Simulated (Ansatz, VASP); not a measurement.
# HfN in VASP and in Ansatz

```xyz
2
Lattice="0.0000 1.9793 1.9793 1.9793 0.0000 1.9793 1.9793 1.9793 0.0000" Properties=species:S:1:pos:R:3 pbc="T T T"
Hf    0.0000    0.0000    0.0000
N     1.9793    1.9793    1.9793
```

Change from the starting cell: volume scaled by 0.68, PAW files.

Alike in both runs: task single point; functional PBEsol; k mesh 15 × 15 × 15; occupations fermi-dirac, width 0.1 eV; no spin polarisation.

|  | VASP | Ansatz |
| --- | --- | --- |
| version | VASP 6.6.1 | Ansatz 0.2.0 |
| potentials or method | VASP PAW PBE potentials, release 64 (Hf_pv, N) | PAW with Ansatz's default frozen-core files, scalar-relativistic |
| plane-wave cutoff (eV) | 520 | 420 |
| valence electrons in the cell | 15 | 31 |

Ansatz gave:

```
pressure (GPa) : 246.1
```

**Question.** What did VASP give for the same quantities?

**Answer.** Pressure (GPa): 248.4.

VASP's potentials were made for PBE, not for PBEsol. Both programs put the cell under a high pressure, so it lies far from rest at this level. VASP's potentials hold 15 valence electrons a cell and Ansatz's 31, so a difference there can come from the potentials and not from the codes.

Spin-orbit coupling is off throughout. Noted on VASP's run: the cell as given lies far from equilibrium.
